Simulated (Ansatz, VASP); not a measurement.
# Si2W: VASP beside Ansatz

```
CELL_PARAMETERS angstrom
-1.61452 1.61452 3.93369
1.61452 -1.61452 3.93369
1.61452 1.61452 -3.93369
ATOMIC_POSITIONS crystal
Si 0.33457 0.33457 0.00000
Si 0.66543 0.66543 0.00000
W 0.00000 0.00000 0.00000
```

Alike in both runs: functional PBE; k mesh 18 × 18 × 18; occupations gaussian, width 0.1 eV; no spin polarisation.

Ansatz relaxed the structure, and its values are those at the end. VASP's run is a single point on that final structure, the one shown.

|  | VASP | Ansatz |
| --- | --- | --- |
| version | VASP 6.6.1 | Ansatz 0.2.0 |
| potentials or method | VASP PAW PBE potentials, release 64 (Si, W_sv), cutoff 520 eV | scalar-relativistic, plane waves, PAW |
| valence electrons in the cell | 22 | 22 |

Ansatz gave:

- gap on the k mesh at the Fermi level (eV): none
- pressure (GPa): 0.0

Task: Which values does VASP return?

Result: gap on the k mesh at the Fermi level (eV): none; pressure (GPa): 0.1.

A gap of «none» marks a metal or a gap that the smearing closes. With one functional, cell and mesh, what is left measures potentials, basis and numerics.

Spin-orbit coupling is off throughout.
